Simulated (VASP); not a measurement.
# Fe4HCSe8O in VASP: single point with PBE

Aim: the single point of Fe4HCSe8O with PBE.

Everything below comes from runs of VASP 6.6.1. Logs are shortened: lines on timing, memory, paths and dates and some standing lists are left out, and cuts for length are marked.

## 1. The cell of the first run

The cell holds a slab with vacuum, 15 atoms: a = 5.972 Å, b = 6.779 Å, c = 17.250 Å, α = 90.00°, β = 90.00°, γ = 71.54°.

## 2. Single point, PBE, collinear spin, ferromagnetic start

INCAR reads:

```
ALGO = Normal
EDIFF = 1E-6
ENCUT = 520
GGA = PE
ISIF = 2
ISMEAR = 0
ISPIN = 2
LASPH = True
LCHARG = False
LMAXMIX = 4
LORBIT = 11
LREAL = Auto
LWAVE = False
MAGMOM = 2.5 2.5 2.5 2.5 0 0 0 0 0 0 0 0 1 0 0
NBANDS = 62
NELM = 150
PREC = Accurate
SIGMA = 0.02
```

KPOINTS reads:

```
k-points
0
Gamma
  3 2 1
```

POSCAR reads:

```
Fe4HCSe8O
1.0
    5.9722160000      0.0000000000      0.0000000000
    2.1470840000      6.4301980000      0.0000000000
    0.0000000000      0.0000000000     17.2497000000
Fe Se C H O
4 8 1 1 1
Direct
    0.0000000000      0.0000000000      0.0579720200
    0.4104925503      0.3987141103      0.1416952343
    0.7721553785      0.8245158781      0.1853068634
    0.1673631542      0.2425829113      0.2552058791
    0.0826055386      0.2865277602      0.1201722929
    0.6964881735      0.5628734564      0.1055065744
    0.6035801283      0.0679064548      0.0803134057
    0.1679520872      0.7402133269      0.1447107344
    0.8598414422      0.0591438121      0.2748783284
    0.4633374355      0.3714132460      0.2727666695
    0.3968783868      0.8986322381      0.2448024572
    0.8921106301      0.5828460967      0.2901095605
    0.0112132261      0.7847353805      0.3512717654
    0.1834390429      0.1976543633      0.3412545320
    0.0972067363      0.7794281894      0.4127025873
```

Potentials or basis: VASP PAW PBE potentials, release 64 (Fe, Se, C, H, O).

Started as:

```sh
$ cat potpaw_PBE.64/Fe/POTCAR potpaw_PBE.64/Se/POTCAR potpaw_PBE.64/C/POTCAR potpaw_PBE.64/H/POTCAR potpaw_PBE.64/O/POTCAR > POTCAR
$ mpirun -np 1 vasp_std > vasp.out
```

OUTCAR:

```text
EDIFF = 1E-6
   ENCUT = 520
   GGA = PE
   ISIF = 2
   ISMEAR = 0
   ISPIN = 2
   LASPH = True
   LORBIT = 11
   LREAL = Auto
   NELM = 150
   PREC = Accurate

 ion  position               nearest neighbor table
   1  0.000  0.000  0.058-   8 2.29   7 2.30   5 2.40   3 3.02
   2  0.410  0.399  0.142-  10 2.28   8 2.31   5 2.34   6 2.40   7 2.42   4 2.83
   3  0.772  0.825  0.185-   8 2.36  11 2.37   9 2.39  12 2.39   6 2.40   7 2.44   1 3.02
   4  0.167  0.243  0.255-  14 1.51  10 2.23  11 2.31   5 2.38  12 2.45   9 2.55   2 2.83
   5  0.083  0.287  0.120-   2 2.34   4 2.38   1 2.40   6 2.48
   6  0.696  0.563  0.106-   2 2.40   3 2.40   5 2.48
   7  0.604  0.068  0.080-   1 2.30   2 2.42   3 2.44
   8  0.168  0.740  0.145-   1 2.29   2 2.31   3 2.36  11 2.63
   9  0.860  0.059  0.275-  13 2.22   3 2.39   4 2.55  10 2.63
  10  0.463  0.371  0.273-   4 2.23   2 2.28   9 2.63
  11  0.397  0.899  0.245-   4 2.31   3 2.37   8 2.63
  12  0.892  0.583  0.290-  13 2.03   3 2.39   4 2.45
  13  0.011  0.785  0.351-  15 1.17  12 2.03   9 2.22
  14  0.183  0.198  0.341-   4 1.51
  15  0.097  0.779  0.413-  13 1.17

  LATTYP: Found a simple monoclinic cell.
 ALAT       =     5.9722160000
 B/A-ratio  =     2.8883248697
 C/A-ratio  =     1.1351213559
 COS(beta)  =    -0.3167168975

  Lattice vectors:

 A1 = (   5.9722160000,   0.0000000000,   0.0000000000)
 A2 = (   0.0000000000,   0.0000000000,  17.2497000000)
 A3 = (  -2.1470840000,  -6.4301980000,   0.0000000000)

Analysis of symmetry for initial positions (statically):
=====================================================================
 Subroutine PRICEL returns:
 Original cell was already a primitive cell.

 Routine SETGRP: Setting up the symmetry group for a
 simple monoclinic supercell.

 Subroutine GETGRP returns: Found  1 space group operations
 (whereof  1 operations were pure point group operations)
 out of a pool of  4 trial point group operations.

The static configuration has the point symmetry C_1 .

Analysis of symmetry for dynamics (positions and initial velocities):
=====================================================================
 Subroutine PRICEL returns:
 Original cell was already a primitive cell.

 Routine SETGRP: Setting up the symmetry group for a
 simple monoclinic supercell.

 Subroutine GETGRP returns: Found  1 space group operations
 (whereof  1 operations were pure point group operations)
 out of a pool of  4 trial point group operations.

The dynamic configuration has the point symmetry C_1 .

Analysis of structural, dynamic, and magnetic symmetry:
=====================================================================
 Subroutine PRICEL returns:
 Original cell was already a primitive cell.

 Routine SETGRP: Setting up the symmetry group for a
 simple monoclinic supercell.

 Subroutine GETGRP returns: Found  1 space group operations
 (whereof  1 operations were pure point group operations)
 out of a pool of  4 trial point group operations.

The overall configuration has the point symmetry C_1 .

 Subroutine INISYM returns: Found  1 space group operations
 (whereof  1 operations are pure point group operations),
 and found     1 'primitive' translations

----------------------------------------------------------------------------------------

                                     Primitive cell

  volume of cell :     662.4321

  direct lattice vectors                    reciprocal lattice vectors
     5.972216000  0.000000000  0.000000000     0.167442035 -0.055909960  0.000000000
     2.147084000  6.430198000  0.000000000     0.000000000  0.155516206  0.000000000
     0.000000000  0.000000000 17.249700000     0.000000000  0.000000000  0.057972023

  length of vectors
     5.972216000  6.779189924 17.249700000     0.176529767  0.155516206  0.057972023

  position of ions in fractional coordinates (direct lattice)
     0.000000000  0.000000000  0.057972020
     0.410492550  0.398714110  0.141695234
     0.772155379  0.824515878  0.185306863
     0.167363154  0.242582911  0.255205879
[... 86 lines left out ...]
   ISIF   =      2    stress and relaxation
   ISYM   =      2    0-nonsym 1-usesym 2-fastsym
   POTIM  = 0.5000    time-step for ionic-motion
   TEBEG  =    0.0;   TEEND  =   0.0 temperature during run
   PSTRESS=    0.0 pullay stress
   NELECT =      91.0000    total number of electrons
   NUPDOWN=      -1.0000    fix difference up-down
   EMIN   =  10.00;   EMAX   =-10.00  energy-range for DOS
   EFERMI =   0.00;   METHOD = LEGACY
   ISMEAR =     0;   SIGMA  =   0.02  broadening in eV -4-tet -1-fermi 0-gaus
   EFERMI_NEDOS =   21; number of points for ismear=-14 and -15
   IALGO  =     38    algorithm
   IMIX   =      4    mixing-type and parameters
     AMIX     =   0.40;   BMIX     =  1.00
     AMIX_MAG =   1.60;   BMIX_MAG =  1.00
  volume/ion in A,a.u.               =      44.16       298.02
  Fermi-wavevector in a.u.,A,eV,Ry     =   0.844711  1.596272  9.708256  0.713537
  Thomas-Fermi vector in A             =   1.959783
   LORBIT       =     11    0 simple, 1 ext, 2 COOP (PROOUT), +10 PAW based schemes
   GGA     = PE    functional components
   LHFCALC =     F    Hartree Fock is set to
   AEXX    =    0.0000 exact exchange contribution
   IVDW    =     0    specifies the selected vdW correction
   LEPSILON=     F    determine dielectric tensor
   LRPA    =     F    only Hartree local field effects (RPA)
 spin polarized calculation
 Gauss-broadening in eV      SIGMA  =   0.02
  energy-cutoff  :      520.00
  volume of cell :      662.43
 maximum number of plane-waves:     17890
 NGX is ok and might be reduce to    48
   NGX = 23   NGY = 25   NGZ = 65

 number of electron      91.0000004 magnetization      10.2389943

 number of electron      91.0000007 magnetization       5.0000534

 Free energy of the ion-electron system (eV)
  ---------------------------------------------------
  ext. energy  EPLUGINS =         0.00000000
  ---------------------------------------------------
  free energy    TOTEN  =       -79.24150677 eV

  energy without entropy =      -79.24150677  energy(sigma->0) =      -79.24150677

 E-fermi :  -1.2130     XC(G=0):  -4.6242

 val. band max:       -1.3114804972   @ k =   0.3333   0.5000   0.0000
 cond. band min:      -1.1182378727   @ k =   0.0000   0.5000   0.0000
 fundamental gap:      0.1932426245
 Fermi energy:        -1.2130353039

 spin component 1

 k-point     1 :       0.0000    0.0000    0.0000
  band No.  band energies     occupation
      1     -24.5622      1.00000
      2     -16.6641      1.00000
      3     -15.7676      1.00000
      4     -15.0333      1.00000
      5     -14.7301      1.00000
      6     -14.1477      1.00000
[... 229 lines left out ...]
     56       0.9274      0.00000
     57       1.2043      0.00000
 Fermi energy:        -1.2130353039

 spin component 2

 k-point     1 :       0.0000    0.0000    0.0000
  band No.  band energies     occupation
      1     -24.5704      1.00000
      2     -16.6554      1.00000
      3     -15.7555      1.00000
      4     -15.0137      1.00000
      5     -14.7428      1.00000
      6     -14.1552      1.00000
[... 229 lines left out ...]
     56       1.1323      0.00000
     57       1.3811      0.00000
 [bands above 57 left out]

------------------------ aborting loop because EDIFF is reached ----------------------------------------

  FORCE on cell =-STRESS in cart. coord.  units (eV):
  Direction    XX          YY          ZZ          XY          YZ          ZX
  --------------------------------------------------------------------------------------
  -------------------------------------------------------------------------------------
  Total        2.0863944      2.4507082      0.8144324     -5.5421777     -0.0289142      0.2705270
  in kB        5.0462131      5.9273530      1.9698094    -13.4044696     -0.0699328      0.6543043
  external PRESSURE =       4.3144585 kB  Pullay stress =       0.0000000 kB

 VOLUME and BASIS-vectors are now :
 -----------------------------------------------------------------------------
  energy-cutoff  :      520.00
  volume of cell :      662.43
      direct lattice vectors                 reciprocal lattice vectors
     5.972216000  0.000000000  0.000000000     0.167442035 -0.055909960  0.000000000
     2.147084000  6.430198000  0.000000000     0.000000000  0.155516206  0.000000000
     0.000000000  0.000000000 17.249700000     0.000000000  0.000000000  0.057972023

 POSITION                                       TOTAL-FORCE (eV/Angst)
 -----------------------------------------------------------------------------------
      0.00000      0.00000      1.00000         0.006262      0.009690     -0.035189
      3.30762      2.56381      2.44420         0.008931     -0.012679     -0.022021
      6.38178      5.30180      3.19649        -0.004107      0.018036     -0.009415
      1.52037      1.55986      4.40222        -0.018788     -0.001276     -0.027388
      1.10854      1.84243      2.07294        -0.018592     -0.004305     -0.011409
      5.36811      3.61939      1.81996         0.008436     -0.010710     -0.005194
      3.75051      0.43665      1.38538        -0.003646     -0.007590     -0.005099
      2.59235      4.75972      2.49622         0.019295     -0.001470      0.014873
      5.26215      0.38031      4.74157        -0.004426      0.004480      0.004740
      3.56461      2.38826      4.70514         0.020836      0.011079      0.035464
      4.29968      5.77838      4.22277        -0.009682     -0.000659      0.008330
      6.57930      3.74782      5.00430        -0.001424      0.005265      0.016914
      1.75186      5.04600      6.05933        -0.304989      0.006379     -0.619227
      1.51992      1.27096      5.88654         0.002184     -0.005409      0.034600
      2.25404      5.01188      7.11900         0.299713     -0.010830      0.620021
 -----------------------------------------------------------------------------------
    total drift:                                0.003266     -0.025103      0.002353

  FREE ENERGIE OF THE ION-ELECTRON SYSTEM (eV)
  ---------------------------------------------------
  free  energy   TOTEN  =       -79.2415067696 eV

  energy  without entropy=      -79.2415067696  energy(sigma->0) =      -79.24150677

 total charge

# of ion       s       p       d       tot
------------------------------------------
    1        0.387   0.345   6.245   6.976
    2        0.407   0.512   6.384   7.303
    3        0.394   0.541   6.426   7.361
    4        0.441   0.602   6.473   7.516
    5        1.471   2.293   0.085   3.848
    6        1.482   2.245   0.060   3.786
    7        1.461   2.340   0.054   3.855
    8        1.463   2.314   0.094   3.871
    9        1.488   2.204   0.068   3.761
   10        1.497   2.231   0.073   3.801
   11        1.492   2.228   0.067   3.787
   12        1.482   2.250   0.073   3.804
   13        0.921   1.547   0.000   2.469
   14        0.512   0.016   0.000   0.528
   15        1.610   3.528   0.000   5.138
--------------------------------------------------
tot         16.509  25.196  26.101  67.806

 magnetization (x)

# of ion       s       p       d       tot
------------------------------------------
    1        0.053   0.057   2.849   2.958
    2        0.017   0.035   1.444   1.496
    3        0.007   0.009   0.362   0.378
    4        0.001  -0.001  -0.241  -0.241
    5        0.010  -0.002   0.003   0.010
    6        0.002   0.001   0.001   0.005
    7        0.004   0.057   0.003   0.064
    8        0.004   0.001   0.000   0.006
    9       -0.003  -0.004  -0.001  -0.008
   10       -0.000  -0.029   0.000  -0.029
   11       -0.000  -0.013  -0.000  -0.014
   12        0.001  -0.008  -0.000  -0.008
   13       -0.002  -0.005   0.000  -0.007
   14        0.002  -0.000   0.000   0.002
   15       -0.000  -0.005   0.000  -0.005
--------------------------------------------------
tot          0.093   0.093   4.420   4.607
```

Run time: 18 min. Hardware: 1 thread of Intel Xeon Platinum 8488C (Sapphire Rapids), shared host; peak memory 1 GiB.

Results:

| Item | Value |
| --- | --- |
| Free energy | -79.2415 eV |
| Largest force | 0.690 eV/Å |
| Band gap on the k mesh | 0.19 eV (least direct gap 0.22 eV) |
| Net moment | 5.00 μB per cell |
| Site moments | Fe +2.96, +1.50, +0.38, -0.24; Se +0.01, +0.06, -0.01, -0.03 (each value once); C -0.01; H +0.00; O -0.01 μB |
| Valence electrons inside the program's atomic spheres | Fe 6.98, 7.30, 7.36, 7.52; Se 3.85, 3.79, 3.87, 3.76, 3.80 (each value once); C 2.47; H 0.53; O 5.14 |

Forces on the atoms (eV/Å):
```
Fe   0.006  0.010 -0.035
Fe   0.009 -0.013 -0.022
Fe  -0.004  0.018 -0.009
Fe  -0.019 -0.001 -0.027
Se  -0.019 -0.004 -0.011
Se   0.008 -0.011 -0.005
Se  -0.004 -0.008 -0.005
Se   0.019 -0.001  0.015
Se  -0.004  0.004  0.005
Se   0.021  0.011  0.035
Se  -0.010 -0.001  0.008
Se  -0.001  0.005  0.017
C   -0.305  0.006 -0.619
H    0.002 -0.005  0.035
O    0.300 -0.011  0.620
```

Levels at points of the mesh, in eV from the valence-band top:
Spin up:
```csv
k point,band 46,band 47,band 48,band 49,band 50,band 51
"(0.00, 0.00, 0.00)",-0.44,-0.36,-0.17,0.35,0.77,1.17
"(0.00, 0.50, 0.00)",-0.51,-0.15,-0.06,0.36,0.62,0.91
```
Spin down:
```
           k point  band 40  band 41  band 42  band 43  band 44  band 45  band 46  band 47
(0.00, 0.00, 0.00)    -0.45    -0.35    -0.30    -0.09     0.25     0.50     0.53     0.80
(0.00, 0.50, 0.00)    -0.42    -0.24    -0.23    -0.02     0.19     0.44     0.57     0.66
```

Caveat: the k points lie up to 0.49 Å⁻¹ apart; there is no dipole correction, which matters where the two faces differ; semilocal functionals underestimate gaps, and a narrow one can read as zero; the run started ferromagnetic, and an antiferromagnetic order may lie lower in energy.
